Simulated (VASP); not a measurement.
# HfSiO4 (Hafnon) (I4_1/amd) in VASP: settings compared

Aim: see how the results for HfSiO4 (Hafnon) move with the level of theory and the settings. Levels: PBE, PBEsol+D4. Tasks: single point.

Program: VASP 6.6.1. These are calculated values, not measurements. Logs are shortened: lines on timing, memory, paths and dates and some standing lists are left out, and cuts for length are marked.

## 1. The cell of the first run

Symmetry: I4_1/amd, No. 141, tetragonal system. The conventional cell has a = 6.572 Å, b = 6.572 Å, c = 6.202 Å, α = 90.00°, β = 90.00°, γ = 90.00°. Hf (site symmetry -4m2) has 8 O at 2.12 to 2.33 Å within 2.8 Å. Within 2.2 Å of Si (site symmetry -4m2) lie 4 O at 1.65 Å. O (site symmetry m) has 1 Si at 1.65 Å and 1 Hf at 2.12 Å within 2.2 Å.

## 2. Single point, PBE

INCAR reads:

```
PREC = Accurate ; ENCUT = 520
EDIFF = 1E-6 ; ISMEAR = -1
SIGMA = 0.05 ; LREAL = F
LASPH = T ; NELM = 80
ALGO = Normal ; ISIF = 2
LWAVE = F ; LCHARG = F
GGA = PE ; NBANDS = 50
```

KPOINTS reads:

```
regular mesh
0
Gamma
  5 5 5
```

POSCAR reads:

```
HfSiO4
1.0
   -3.2862500000      3.2862500000      3.1008640000
    3.2862500000     -3.2862500000      3.1008640000
    3.2862500000      3.2862500000     -3.1008640000
Hf Si O
2 2 8
Direct
    0.0000000000      0.0000000000      0.0000000000
    0.7500000000      0.2500000000      0.5000000000
    0.5000000000      0.5000000000      0.0000000000
    0.2500000000      0.7500000000      0.5000000000
    0.6789626947      0.4937930936      0.8148303989
    0.2437930936      0.9289626947      0.3148303989
    0.6789626947      0.8641322958      0.1851696011
    0.6141322958      0.9289626947      0.6851696011
    0.0710373053      0.3858677042      0.3148303989
    0.5062069064      0.3210373053      0.1851696011
    0.0710373053      0.7562069064      0.6851696011
    0.1358677042      0.3210373053      0.8148303989
```

Potentials or basis: VASP PAW PBE potentials, release 64 (Hf_pv, Si, O).

Launch:

```
$ cat potpaw_PBE.64/Hf_pv/POTCAR potpaw_PBE.64/Si/POTCAR potpaw_PBE.64/O/POTCAR > POTCAR
$ mpirun -np 1 vasp_std > vasp.out
```

OUTCAR:

```text
PREC = Accurate
   ENCUT = 520
   EDIFF = 1E-6
   ISMEAR = -1
   LREAL = F
   LASPH = T
   NELM = 80
   ISIF = 2
   GGA = PE

 ion  position               nearest neighbor table
   1  0.000  0.000  0.000-   6 2.12   8 2.12   9 2.12  11 2.12   7 2.33  10 2.33  12 2.33   5 2.33
                             3 3.10   3 3.10   2 3.63   2 3.63   2 3.63   2 3.63
   2  0.750  0.250  0.500-   5 2.12   7 2.12  10 2.12  12 2.12   9 2.33  11 2.33   8 2.33   6 2.33
                             4 3.10   4 3.10   1 3.63   1 3.63   1 3.63   1 3.63
   3  0.500  0.500  0.000-   5 1.65   7 1.65  10 1.65  12 1.65   1 3.10   1 3.10
   4  0.250  0.750  0.500-   6 1.65   8 1.65   9 1.65  11 1.65   2 3.10   2 3.10
   5  0.679  0.494  0.815-   3 1.65   2 2.12   1 2.33
   6  0.244  0.929  0.315-   4 1.65   1 2.12   2 2.33
   7  0.679  0.864  0.185-   3 1.65   2 2.12   1 2.33
   8  0.614  0.929  0.685-   4 1.65   1 2.12   2 2.33
   9  0.071  0.386  0.315-   4 1.65   1 2.12   2 2.33
  10  0.506  0.321  0.185-   3 1.65   2 2.12   1 2.33
  11  0.071  0.756  0.685-   4 1.65   1 2.12   2 2.33
  12  0.136  0.321  0.815-   3 1.65   2 2.12   1 2.33

  LATTYP: Found a body centered tetragonal cell.
 ALAT       =     6.5725000000
 C/A-ratio  =     0.9435873716

  Lattice vectors:

 A1 = (  -3.2862500000,   3.2862500000,   3.1008640000)
 A2 = (   3.2862500000,  -3.2862500000,   3.1008640000)
 A3 = (   3.2862500000,   3.2862500000,  -3.1008640000)

Analysis of symmetry for initial positions (statically):
=====================================================================
 Subroutine PRICEL returns:
 Original cell was already a primitive cell.

 Routine SETGRP: Setting up the symmetry group for a
 body centered tetragonal supercell.

 Subroutine GETGRP returns: Found 16 space group operations
 (whereof  8 operations were pure point group operations)
 out of a pool of 16 trial point group operations.

The static configuration has the point symmetry D_2d.
 The point group associated with its full space group is D_4h.

Analysis of symmetry for dynamics (positions and initial velocities):
=====================================================================
 Subroutine PRICEL returns:
 Original cell was already a primitive cell.

 Routine SETGRP: Setting up the symmetry group for a
 body centered tetragonal supercell.

 Subroutine GETGRP returns: Found 16 space group operations
 (whereof  8 operations were pure point group operations)
 out of a pool of 16 trial point group operations.

The dynamic configuration has the point symmetry D_2d.
 The point group associated with its full space group is D_4h.

 Subroutine INISYM returns: Found 16 space group operations
 (whereof  8 operations are pure point group operations),
 and found     1 'primitive' translations

----------------------------------------------------------------------------------------

                                     Primitive cell

  volume of cell :     133.9504

  direct lattice vectors                    reciprocal lattice vectors
    -3.286250000  3.286250000  3.100864000     0.000000000  0.152149106  0.161245382
     3.286250000 -3.286250000  3.100864000     0.152149106  0.000000000  0.161245382
     3.286250000  3.286250000 -3.100864000     0.152149106  0.152149106  0.000000000

  length of vectors
     5.586970169  5.586970169  5.586970169     0.221696693  0.221696693  0.215171329

  position of ions in fractional coordinates (direct lattice)
     0.000000000  0.000000000  0.000000000
     0.750000000  0.250000000  0.500000000
     0.500000000  0.500000000  0.000000000
     0.250000000  0.750000000  0.500000000
     0.678962695  0.493793094  0.814830399
     0.243793094  0.928962695  0.314830399
     0.678962695  0.864132296  0.185169601
     0.614132296  0.928962695  0.685169601
     0.071037305  0.385867704  0.314830399
     0.506206906  0.321037305  0.185169601
     0.071037305  0.756206906  0.685169601
     0.135867704  0.321037305  0.814830399

  ion indices of the primitive-cell ions
   primitive index   ion index
                 1           1
                 2           2
                 3           3
                 4           4
                 5           5
                 6           6
                 7           7
                 8           8
                 9           9
                10          10
                11          11
                12          12

----------------------------------------------------------------------------------------

 KPOINTS: regular mesh

Automatic generation of k-mesh.
 Grid dimensions read from file:
 generate k-points for:    5    5    5

 Generating k-lattice:

  Cartesian coordinates                     Fractional coordinates (reciprocal lattice)
     0.000000000  0.030429821  0.032249076     0.200000000  0.000000000 -0.000000000
     0.030429821  0.000000000  0.032249076     0.000000000  0.200000000 -0.000000000
     0.030429821  0.030429821  0.000000000     0.000000000  0.000000000  0.200000000

  Length of vectors
     0.044339339  0.044339339  0.043034266

  Shift w.r.t. Gamma in fractional coordinates (k-lattice)
     0.000000000  0.000000000  0.000000000

 Subroutine IBZKPT returns following result:
 ===========================================

 Found     18 irreducible k-points:

 Following reciprocal coordinates:
            Coordinates               Weight
  0.000000  0.000000  0.000000      1.000000
  0.200000  0.000000 -0.000000      8.000000
  0.400000  0.000000 -0.000000      8.000000
  0.200000  0.200000 -0.000000      8.000000
  0.400000  0.200000 -0.000000     16.000000
 -0.400000  0.200000  0.000000     16.000000
[... 10 lines left out ...]
 -0.400000  0.400000  0.400000      4.000000
 -0.400000 -0.400000  0.400000      2.000000
   k-points           NKPTS =     18   k-points in BZ     NKDIM =     18   number of bands    NBANDS=     50
   number of dos      NEDOS =    301   number of ions     NIONS =     12
   total plane-waves  NPLWV =  74088
   dimension x,y,z NGX =    42 NGY =   42 NGZ =   42
   dimension x,y,z NGXF=    84 NGYF=   84 NGZF=   84
   ions per type =               2   2   8
   NGX,Y,Z   is equivalent  to a cutoff of  12.50, 12.50, 12.50 a.u.
   NGXF,Y,Z  is equivalent  to a cutoff of  25.00, 25.00, 25.00 a.u.
 SYSTEM =  unknown system
   PREC   = accura    normal or accurate (medium, high low for compatibility)
   ISTART =      0    job   : 0-new  1-cont  2-samecut
   ICHARG =      2    charge: 1-file 2-atom 10-const
   ISPIN  =      1    spin polarized calculation?
   LNONCOLLINEAR =      F non collinear calculations
   LSORBIT =      F    spin-orbit coupling
   LASPH  =      T    aspherical Exc in radial PAW
   ENCUT  =  520.0 eV  38.22 Ry    6.18 a.u.  10.39 10.39 10.39*2*pi/ulx,y,z
   NELM   =     80;   NELMIN=  2; NELMDL= -5     # of ELM steps
   EDIFF  = 0.1E-05   stopping-criterion for ELM
   LREAL  =      F    real-space projection
   EDIFFG = 0.1E-04   stopping-criterion for IOM
   NSW    =      0    number of steps for IOM
   IBRION =     -1    ionic relax: 0-MD 1-quasi-New 2-CG
   NFREE  =      0    steps in history (QN), initial steepest desc. (CG)
   ISIF   =      2    stress and relaxation
   ISYM   =      2    0-nonsym 1-usesym 2-fastsym
   POTIM  = 0.5000    time-step for ionic-motion
   TEBEG  =    0.0;   TEEND  =   0.0 temperature during run
   PSTRESS=    0.0 pullay stress
   NELECT =      76.0000    total number of electrons
   NUPDOWN=      -1.0000    fix difference up-down
   EMIN   =  10.00;   EMAX   =-10.00  energy-range for DOS
   EFERMI =   0.00;   METHOD = LEGACY
   ISMEAR =    -1;   SIGMA  =   0.05  broadening in eV -4-tet -1-fermi 0-gaus
   EFERMI_NEDOS =   21; number of points for ismear=-14 and -15
   IALGO  =     38    algorithm
   IMIX   =      4    mixing-type and parameters
     AMIX     =   0.40;   BMIX     =  1.00
     AMIX_MAG =   1.60;   BMIX_MAG =  1.00
  volume/ion in A,a.u.               =      11.16        75.33
  Fermi-wavevector in a.u.,A,eV,Ry     =   1.355287  2.561122 24.991234  1.836804
  Thomas-Fermi vector in A             =   2.482388
   LORBIT       =      0    0 simple, 1 ext, 2 COOP (PROOUT), +10 PAW based schemes
   GGA     = PE    functional components
   LHFCALC =     F    Hartree Fock is set to
   AEXX    =    0.0000 exact exchange contribution
   IVDW    =     0    specifies the selected vdW correction
   LEPSILON=     F    determine dielectric tensor
   LRPA    =     F    only Hartree local field effects (RPA)
 non-spin polarized calculation
  energy-cutoff  :      520.00
  volume of cell :      133.95
 maximum number of plane-waves:      3635
 NGX is ok and might be reduce to    42
   NGX = 21   NGY = 21   NGZ = 21

 number of electron      75.9999994 magnetization

 Free energy of the ion-electron system (eV)
  ---------------------------------------------------
  ext. energy  EPLUGINS =         0.00000000
  ---------------------------------------------------
  free energy    TOTEN  =      -108.51580427 eV

  energy without entropy =     -108.51580427  energy(sigma->0) =     -108.51580427

 E-fermi :   4.1248     XC(G=0): -10.9160

 val. band max:        3.0385332280   @ k =   0.0000   0.0000   0.0000
 cond. band min:       8.2459317553   @ k =  -0.4000   0.4000   0.0000
 fundamental gap:      5.2073985273
 Fermi energy:         4.1248410925

 k-point     1 :       0.0000    0.0000    0.0000
  band No.  band energies     occupation
      1     -26.5054      2.00000
      2     -26.5054      2.00000
      3     -26.4292      2.00000
      4     -26.4217      2.00000
      5     -26.3609      2.00000
      6     -26.3609      2.00000
[... 42 lines left out ...]
     49      11.8872      0.00000
     50      12.5309      0.00000

 k-point     2 :       0.2000    0.0000   -0.0000
  band No.  band energies     occupation
      1     -26.5074      2.00000
      2     -26.5021      2.00000
      3     -26.4353      2.00000
      4     -26.4193      2.00000
      5     -26.3627      2.00000
      6     -26.3591      2.00000
[... 42 lines left out ...]
     49      11.7716      0.00000
     50      12.4310      0.00000

 k-point     3 :       0.4000    0.0000   -0.0000
  band No.  band energies     occupation
      1     -26.5105      2.00000
      2     -26.4899      2.00000
      3     -26.4632      2.00000
      4     -26.3964      2.00000
      5     -26.3734      2.00000
      6     -26.3564      2.00000
[... 42 lines left out ...]
     49      11.7233      0.00000
     50      12.5749      0.00000

 k-point     4 :       0.2000    0.2000   -0.0000
  band No.  band energies     occupation
      1     -26.5122      2.00000
      2     -26.4972      2.00000
      3     -26.4417      2.00000
      4     -26.4158      2.00000
      5     -26.3698      2.00000
      6     -26.3524      2.00000
[... 681 lines left out ...]
 k-point    17 :      -0.4000    0.4000    0.4000
  band No.  band energies     occupation
      1     -26.5160      2.00000
      2     -26.5111      2.00000
      3     -26.4369      2.00000
      4     -26.4174      2.00000
      5     -26.3555      2.00000
      6     -26.3516      2.00000
[... 42 lines left out ...]
     49      12.2110      0.00000
     50      12.4909      0.00000

 k-point    18 :      -0.4000   -0.4000    0.4000
  band No.  band energies     occupation
      1     -26.5160      2.00000
      2     -26.5160      2.00000
      3     -26.4290      2.00000
      4     -26.4247      2.00000
      5     -26.3516      2.00000
      6     -26.3516      2.00000
[... 42 lines left out ...]
     49      12.3027      0.00000
     50      12.3038      0.00000

------------------------ aborting loop because EDIFF is reached ----------------------------------------

  FORCE on cell =-STRESS in cart. coord.  units (eV):
  Direction    XX          YY          ZZ          XY          YZ          ZX
  --------------------------------------------------------------------------------------
  -------------------------------------------------------------------------------------
  Total       -0.8732830     -0.8732830     -9.1418238      0.0000000     -0.0000000      0.0000000
  in kB      -10.4453185    -10.4453185   -109.3451487      0.0000000     -0.0000000      0.0000000
  external PRESSURE =     -43.4119286 kB  Pullay stress =       0.0000000 kB

 VOLUME and BASIS-vectors are now :
 -----------------------------------------------------------------------------
  energy-cutoff  :      520.00
  volume of cell :      133.95
      direct lattice vectors                 reciprocal lattice vectors
    -3.286250000  3.286250000  3.100864000     0.000000000  0.152149106  0.161245382
     3.286250000 -3.286250000  3.100864000     0.152149106  0.000000000  0.161245382
     3.286250000  3.286250000 -3.100864000     0.152149106  0.152149106  0.000000000

 POSITION                                       TOTAL-FORCE (eV/Angst)
 -----------------------------------------------------------------------------------
      0.00000      0.00000      0.00000        -0.000000     -0.000000      0.000000
     -0.00000      3.28625      1.55043        -0.000000     -0.000000     -0.000000
      0.00000      0.00000      3.10086        -0.000000     -0.000000     -0.000000
      3.28625     -0.00000      1.55043        -0.000000     -0.000000     -0.000000
      2.06922      3.28625      1.10988        -0.139928     -0.000000      0.124925
      3.28625     -1.21703      2.66031        -0.000000     -0.139928      0.124925
      1.21703      0.00000      4.21074         0.139928     -0.000000      0.124925
      3.28625      1.21703      2.66031        -0.000000      0.139928      0.124925
      2.06922      0.00000      0.44055        -0.139928     -0.000000     -0.124925
     -0.00000      1.21703      1.99099         0.000000      0.139928     -0.124925
      4.50328      0.00000      0.44055         0.139928      0.000000     -0.124925
      3.28625      2.06922     -1.10988         0.000000     -0.139928     -0.124925
 -----------------------------------------------------------------------------------
    total drift:                                0.000000      0.000000     -0.000000

  FREE ENERGIE OF THE ION-ELECTRON SYSTEM (eV)
  ---------------------------------------------------
  free  energy   TOTEN  =      -108.5158042681 eV

  energy  without entropy=     -108.5158042681  energy(sigma->0) =     -108.51580427
```

Run time: 2.1 min. Hardware: 1 thread of Intel Xeon Platinum 8259CL at 2.50GHz (Skylake/Cascade Lake), shared host; peak memory 0.31 GiB.

What came out:

```
Free energy            : -108.5158 eV
Pressure               : -4.3 GPa
Largest force          : 0.188 eV/Å
Band gap on the k mesh : 5.21 eV, indirect (least direct gap 5.65 eV)
```

Forces on the atoms (eV/Å):
```
Hf   0.000  0.000  0.000
Hf   0.000  0.000  0.000
Si   0.000  0.000  0.000
Si   0.000  0.000  0.000
O   -0.140  0.000  0.125
O    0.000 -0.140  0.125
O    0.140  0.000  0.125
O    0.000  0.140  0.125
O   -0.140  0.000 -0.125
O    0.000  0.140 -0.125
O    0.140  0.000 -0.125
O    0.000 -0.140 -0.125
```

Stress tensor (GPa, compression positive):
```
 -1.04   0.00   0.00
  0.00  -1.04   0.00
  0.00   0.00 -10.93
```

Caveat: spin-orbit coupling is left out, which moves the levels of the heavy elements. A k mesh can miss the band edges.

## 3. Single point, PBEsol+D4

This run uses another cell than the first one, of 10.69 Å³/atom, 0.958 times its volume.

INCAR reads:

```
SYSTEM = HfSiO4
PREC = Accurate
ENCUT = 520
EDIFF = 1E-6
ISMEAR = -1
SIGMA = 0.05
LREAL = .FALSE.
LASPH = .TRUE.
NELM = 60
ALGO = Normal
ISIF = 2
LWAVE = .FALSE.
LCHARG = .FALSE.
GGA = PS
IVDW = 13
NBANDS = 50
```

KPOINTS reads:

```
regular mesh
0
G
  6 6 6
  0 0 0
```

POSCAR reads:

```
HfSiO4
1.0
   -3.2816962340      3.2816962340      2.9777675000
    3.2816962340     -3.2816962340      2.9777675000
    3.2816962340      3.2816962340     -2.9777675000
Hf Si O
2 2 8
Direct
    0.0000000000      0.0000000000      0.0000000000
    0.7500000000      0.2500000000      0.5000000000
    0.5000000000      0.5000000000      0.0000000000
    0.2500000000      0.7500000000      0.5000000000
    0.6818387799      0.4968019601      0.8149631802
    0.2468019601      0.9318387799      0.3149631802
    0.6818387799      0.8668755997      0.1850368198
    0.6168755997      0.9318387799      0.6850368198
    0.0681612201      0.3831244003      0.3149631802
    0.5031980399      0.3181612201      0.1850368198
    0.0681612201      0.7531980399      0.6850368198
    0.1331244003      0.3181612201      0.8149631802
```

Potentials or basis: VASP PAW PBE potentials, release 64 (Hf_pv, Si, O).

Launch:

```
$ cat potpaw_PBE.64/Hf_pv/POTCAR potpaw_PBE.64/Si/POTCAR potpaw_PBE.64/O/POTCAR > POTCAR
$ mpirun -np 1 vasp_std > vasp.out
```

Run time: 3.1 min. Hardware: 1 thread of Intel Xeon Platinum 8259CL at 2.50GHz (Skylake/Cascade Lake), shared host; peak memory 0.34 GiB.

Results (log left out):

```
Free energy                : -114.8065 eV
Pressure                   : -1.3 GPa
Largest force              : 0.232 eV/Å
Band gap on the k mesh     : 5.38 eV, indirect (least direct gap 5.74 eV)
Dispersion energy per atom : -0.113 eV
```

Forces in eV/Å, atoms in the order of the input:
```
Hf   0.000  0.000  0.000
Hf   0.000  0.000  0.000
Si   0.000  0.000  0.000
Si   0.000  0.000  0.000
O   -0.164  0.000  0.164
O    0.000 -0.164  0.164
O    0.164  0.000  0.164
O    0.000  0.164  0.164
O   -0.164  0.000 -0.164
O    0.000  0.164 -0.164
O    0.164  0.000 -0.164
O    0.000 -0.164 -0.164
```

Stress tensor (GPa, compression positive):
```
-1.52  0.00  0.00
 0.00 -1.52  0.00
 0.00  0.00 -1.01
```

Levels at points of the mesh, in eV from the valence-band top:
```
           k point  band 35  band 36  band 37  band 38  band 39  band 40  band 41  band 42
(0.00, 0.00, 0.00)    -0.57    -0.57    -0.56     0.00     5.78     6.06     6.11     6.23
(0.50, 0.00, 0.00)    -0.97    -0.84    -0.26    -0.19     5.67     5.82     6.60     6.79
(0.50, 0.50, 0.00)    -0.94    -0.94    -0.62    -0.62     5.38     5.38     6.52     6.52
(0.50, 0.50, 0.50)    -1.12    -1.12    -0.87    -0.87     6.29     6.29     6.58     6.58
```

Caveat: the PAW data sets were made with another functional, which shifts forces and pressure a little; spin-orbit coupling is left out, which moves the levels of the heavy elements.
